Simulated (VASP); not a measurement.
**Ag: single point with PBEsol**

Ag:

```
Ag
1.0
     1.40551    0.81147    6.82926
    -1.40551    0.81147    6.82926
     0.00000   -1.62294    6.82926
Ag
3
Direct
  0.22234 0.22234 0.22234
  0.77766 0.77766 0.77766
  0.00000 0.00000 0.00000
```

```yaml
Program: VASP 6.6.1
Task: single point
Functional: PBEsol
Potentials_or_basis: VASP PAW PBE potentials, release 64 (Ag)
Cutoff: 520 eV
k_mesh: 10 × 10 × 10
Occupations: fermi-dirac, width 0.05 eV
Spin: no spin polarisation
```

| Quantity | Value |
| --- | --- |
| Pressure | 9.7 GPa |

Levels at points of the mesh, in eV from the Fermi level:
| k point | band 13 | band 14 | band 15 | band 16 | band 17 | band 18 | band 19 | band 20 | band 21 | band 22 |
| --- | --- | --- | --- | --- | --- | --- | --- | --- | --- | --- |
| (0.00, 0.00, 0.00) | -3.56 | -3.56 | -3.31 | -3.31 | -3.16 | -3.16 | 8.78 | 8.82 | 15.70 | 16.18 |
| (0.50, 0.00, 0.00) | -2.77 | -2.77 | -2.76 | -0.18 | 1.20 | 1.48 | 5.53 | 5.65 | 6.92 | 11.80 |
| (0.50, 0.50, 0.00) | -2.78 | -2.75 | -2.71 | 0.04 | 0.57 | 1.75 | 4.69 | 6.52 | 9.08 | 9.18 |
| (0.50, 0.50, 0.50) | -3.88 | -3.70 | -3.70 | -2.98 | -2.98 | -0.57 | 4.30 | 14.70 | 15.09 | 16.15 |

Wall time 4.6 min on 1 thread of Intel(R) Xeon(R) 6975P-C (Granite Rapids), with other jobs on the host, peak memory 0.43 GiB.

Caveat: the PAW data sets were made with another functional, which shifts forces and pressure a little.
